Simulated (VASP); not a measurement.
# SnSe2 (Cm) in VASP: notebook, part 2 of 2

VASP 6.6.1. Earlier steps stand in the parts before.

### Step 3. Single point, r2SCAN

File POSCAR:

```
SnSe2
1.0
    3.8405676479      0.0000000000      0.0000000000
   -1.9202838240      3.3260291481      0.0000000000
    0.0000000000      0.0000000000      6.5233023644
Sn Se
1 2
Direct
    0.0000000000      0.0000000000      0.0000000000
    0.3241392877      0.6482785754      0.2346171781
    0.6574726211      0.3149452421      0.7520732287
```

File INCAR.step1:

```
ALGO = Normal
EDIFF = 1E-4
ENCUT = 520
GGA = PE
ISMEAR = 0
LASPH = True
LCHARG = False
LREAL = False
LWAVE = True
NBANDS = 20
NELM = 80
PREC = Accurate
SIGMA = 0.05
```

File INCAR.step2:

```
ALGO = Normal
EDIFF = 1E-6
ENCUT = 520
ISIF = 2
ISMEAR = 0
ISTART = 1
LASPH = True
LCHARG = True
LELF = True
LMIXTAU = True
LREAL = False
LVHAR = True
LWAVE = False
METAGGA = R2SCAN
NBANDS = 20
NELM = 80
PREC = Accurate
SIGMA = 0.05
```

File KPOINTS:

```
k-points
0
Gamma
  12 12 4
```

Potentials or basis: VASP PAW PBE potentials, release 64 (Sn_d, Se).

On the command line:

```
cat potpaw_PBE.64/Sn_d/POTCAR potpaw_PBE.64/Se/POTCAR > POTCAR
cp INCAR.step1 INCAR
mpirun -np 1 vasp_std > vasp.out
cp INCAR.step2 INCAR
mpirun -np 1 vasp_std > vasp.out
```

OUTCAR:

```text
EDIFF = 1E-6
   ENCUT = 520
   ISIF = 2
   ISMEAR = 0
   ISTART = 1
   LASPH = True
   LREAL = False
   METAGGA = R2SCAN
   NELM = 80
   PREC = Accurate

 ion  position               nearest neighbor table
   1  0.000  0.000  0.000-   2 2.64   2 2.72   2 2.72   3 2.72   3 2.72   3 2.79
   2  0.324  0.648  0.235-   1 2.64   1 2.72   1 2.72
   3  0.657  0.315  0.752-   1 2.72   1 2.72   1 2.79

  LATTYP: Found a hexagonal cell.
 ALAT       =     3.8405676479
 C/A-ratio  =     1.6985255729

  Lattice vectors:

 A1 = (   3.8405676479,   0.0000000000,   0.0000000000)
 A2 = (  -1.9202838240,   3.3260291481,   0.0000000000)
 A3 = (   0.0000000000,   0.0000000000,   6.5233023644)

Analysis of symmetry for initial positions (statically):
=====================================================================
 Subroutine PRICEL returns:
 Original cell was already a primitive cell.

 Routine SETGRP: Setting up the symmetry group for a
 hexagonal supercell.

[... 164 lines left out ...]
  ---------------------------------------------------
  free energy    TOTEN  =       -54.61432352 eV

  energy without entropy =      -54.61432352  energy(sigma->0) =      -54.61432352

 E-fermi :   3.2658     XC(G=0):  -9.5876

 val. band max:        3.0604460755   @ k =   0.0833  -0.0000   0.2500
 cond. band min:       4.0506208383   @ k =   0.5000  -0.0000   0.5000
 fundamental gap:      0.9901747628
 Fermi energy:         3.2658402065

 k-point     1 :       0.0000    0.0000    0.0000
  band No.  band energies     occupation
      1     -18.7870      2.00000
      2     -18.7837      2.00000
      3     -18.7293      2.00000
      4     -18.7226      2.00000
      5     -18.7222      2.00000
      6     -11.0870      2.00000
[... 541 lines left out ...]
     19      12.4856      0.00000
     20      13.2750      0.00000

 [... further k-points ...]

------------------------ aborting loop because EDIFF is reached ----------------------------------------

  FORCE on cell =-STRESS in cart. coord.  units (eV):
  Direction    XX          YY          ZZ          XY          YZ          ZX
  --------------------------------------------------------------------------------------
  -------------------------------------------------------------------------------------
  Total        0.0142266      0.1884239      0.0774570     -0.0000000      0.1248338     -0.0000000
  in kB        0.2735409      3.6229108      1.4893004     -0.0000000      2.4002351     -0.0000000
  external PRESSURE =       1.7952507 kB  Pullay stress =       0.0000000 kB

 VOLUME and BASIS-vectors are now :
 -----------------------------------------------------------------------------
  energy-cutoff  :      520.00
  volume of cell :       83.33
      direct lattice vectors                 reciprocal lattice vectors
     3.840567648  0.000000000  0.000000000     0.260378176  0.150329410  0.000000000
    -1.920283824  3.326029148  0.000000000     0.000000000  0.300658820  0.000000000
     0.000000000  0.000000000  6.523302364     0.000000000  0.000000000  0.153296589

 POSITION                                       TOTAL-FORCE (eV/Angst)
 -----------------------------------------------------------------------------------
      0.00000      0.00000      0.00000         0.000000     -0.332012     -0.687653
     -0.00000      2.15619      1.53048        -0.000000      0.209848      0.382611
      1.92028      1.04752      4.90600        -0.000000      0.122164      0.305042
 -----------------------------------------------------------------------------------
    total drift:                                0.000005     -0.000005      0.000024

  FREE ENERGIE OF THE ION-ELECTRON SYSTEM (eV)
  ---------------------------------------------------
  free  energy   TOTEN  =       -54.6143235221 eV

  energy  without entropy=      -54.6143235221  energy(sigma->0) =      -54.61432352
```

OUTCAR.step1:

```text
EDIFF = 1E-4
   ENCUT = 520
   GGA = PE
   ISMEAR = 0
[... 779 lines left out ...]
      0.00000      0.00000      0.00000         0.000000     -0.341479     -0.671988
     -0.00000      2.15619      1.53048        -0.000000      0.214244      0.647419
      1.92028      1.04752      4.90600        -0.000000      0.127234      0.024569
 -----------------------------------------------------------------------------------
    total drift:                                0.000000     -0.000670     -0.000098

  FREE ENERGIE OF THE ION-ELECTRON SYSTEM (eV)
  ---------------------------------------------------
  free  energy   TOTEN  =       -11.8280525714 eV

  energy  without entropy=      -11.8280525714  energy(sigma->0) =      -11.82805257
```

OSZICAR.step1:

```text
N       E                     dE             d eps       ncg     rms          rms(c)
DAV:   1     0.204029878381E+03    0.20403E+03   -0.12140E+04  6716   0.145E+03
DAV:   2     0.115542395367E+02   -0.19248E+03   -0.18527E+03  7004   0.373E+02
DAV:   3    -0.112981947280E+02   -0.22852E+02   -0.22311E+02  8084   0.113E+02
DAV:   4    -0.120830909643E+02   -0.78490E+00   -0.78364E+00  7812   0.223E+01
DAV:   5    -0.121027871392E+02   -0.19696E-01   -0.19694E-01  9040   0.367E+00    0.490E+00
DAV:   6    -0.118452944094E+02    0.25749E+00   -0.54336E-01  9964   0.749E+00    0.315E+00
DAV:   7    -0.118276874574E+02    0.17607E-01   -0.15848E-01  7588   0.247E+00    0.102E+00
DAV:   8    -0.118275350780E+02    0.15238E-03   -0.12889E-02  8140   0.105E+00    0.270E-01
DAV:   9    -0.118280345549E+02   -0.49948E-03   -0.16096E-03  7456   0.308E-01    0.826E-02
DAV:  10    -0.118280525714E+02   -0.18016E-04   -0.13937E-04  6040   0.822E-02
   1 F= -.11828053E+02 E0= -.11828053E+02  d E =-.694617E-15
```

Wall time 6.9 min (1 thread of Intel Xeon 6975P-C (Granite Rapids), shared host); peak memory 0.41 GiB.

Results:

| Item | Value |
| --- | --- |
| Free energy | -54.6143 eV |
| Pressure | 0.2 GPa |
| Largest force | 0.764 eV/Å |
| Band gap on the k mesh | 0.99 eV (least direct gap 1.44 eV) |

Forces in eV/Å, atoms in the order of the input:
```
Sn   0.000 -0.332 -0.688
Se   0.000  0.210  0.383
Se   0.000  0.122  0.305
```

Levels at points of the mesh, in eV from the valence-band top:
```
           k point  band 9  band 10  band 11  band 12  band 13  band 14  band 15  band 16  band 17  band 18
(0.00, 0.00, 0.00)   -0.73    -0.59    -0.31    -0.22    -0.08     1.45     3.58     5.01     5.05     8.32
(0.50, 0.00, 0.00)   -4.39    -2.69    -2.47    -0.98    -0.28     1.28     4.31     5.89     6.13     7.18
(0.00, 0.50, 0.00)   -4.36    -2.69    -2.46    -0.98    -0.29     1.30     4.32     5.95     6.03     7.20
(0.00, 0.00, 0.50)   -1.84    -0.76    -0.64    -0.13    -0.03     2.57     3.54     4.85     4.89     8.88
(0.50, 0.00, 0.50)   -4.67    -2.37    -2.05    -0.73    -0.51     0.99     4.68     5.26     6.22     6.62
(0.00, 0.50, 0.50)   -4.64    -2.36    -2.06    -0.73    -0.52     1.00     4.70     5.28     6.28     6.52
```

Caveat: the cell differs from its parent crystal (all Se atoms moved +0.075 Å, as atom 2 towards its neighbour atom 1 (Sn) at 2.719 Å); the PAW data sets were made with another functional, which shifts forces and pressure a little; spin-orbit coupling is left out, which moves the levels of the heavy elements.
